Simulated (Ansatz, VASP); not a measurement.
One calculation of Al, two programs

File INCAR:

```
ALGO = Fast
EDIFF = 1E-6
ENCUT = 520
GGA = PE
ISIF = 2
ISMEAR = 0
IVDW = 12
LASPH = True
LCHARG = True
LELF = True
LREAL = False
LVHAR = True
LWAVE = False
NBANDS = 10
NELM = 100
PREC = Accurate
SIGMA = 0.15
```

The input KPOINTS:

```
k-points
0
Gamma
  18 18 10
```

File POSCAR:

```
Al
1.0
    2.8124553515      0.0000000000      0.0000000000
   -1.4062276757      2.4356577814      0.0000000000
    0.0000000000      0.0000000000      4.8668500000
Al
2
Direct
    0.4984133003      0.2101633206      0.7500000000
    0.3333333333      0.6666666667      0.2500000000
```

Input for Ansatz:

```yaml
crystal:
  lattice:
    - [2.8124553515, 0.0, 0.0]
    - [-1.4062276757, 2.4356577814, 0.0]
    - [0.0, 0.0, 4.86685]
  atoms:
    - { symbol: Al, position: [0.4984133003, 0.2101633206, 0.75] }
    - { symbol: Al, position: [0.3333333333, 0.6666666667, 0.25] }
basis:
  ecutwfc: 420
kpoints:
  mp_grid: { grid: [18, 18, 10] }
hamiltonian:
  xc: pbe
  dispersion: d3bj
scf:
  occupations: { method: gaussian, width: 0.15 }
output:
  forces: true
  stress: true
  eigenvalues: true
```

Alike in both runs: task single point; functional PBE; dispersion D3(BJ); k mesh 18 × 18 × 10; occupations gaussian, width 0.15 eV; no spin polarisation.

|  | VASP | Ansatz |
| --- | --- | --- |
| version | VASP 6.6.1 | Ansatz 0.2.0 |
| potentials or method | VASP PAW PBE potentials, release 64 (Al), cutoff 520 eV | scalar-relativistic, plane waves, PAW |
| valence electrons in the cell | 6 | 6 |

VASP gave:

```
gap on the k mesh at the Fermi level (eV)                     : none
pressure (GPa)                                                : -2.4
traceless stress, the component that is largest in VASP (GPa) : 0.13
rms of the force components (eV/Å)                            : 0.123
```

Problem. Which values does Ansatz return?

Solution. gap on the k mesh at the Fermi level (eV): none; pressure (GPa): -2.3; traceless stress, the component that is largest in VASP (GPa): 0.12; rms of the force components (eV/Å): 0.123.

Atom by atom the forces differ by 0.000 eV/Å (rms over components). A gap of «none» marks a metal or a gap that the smearing closes.
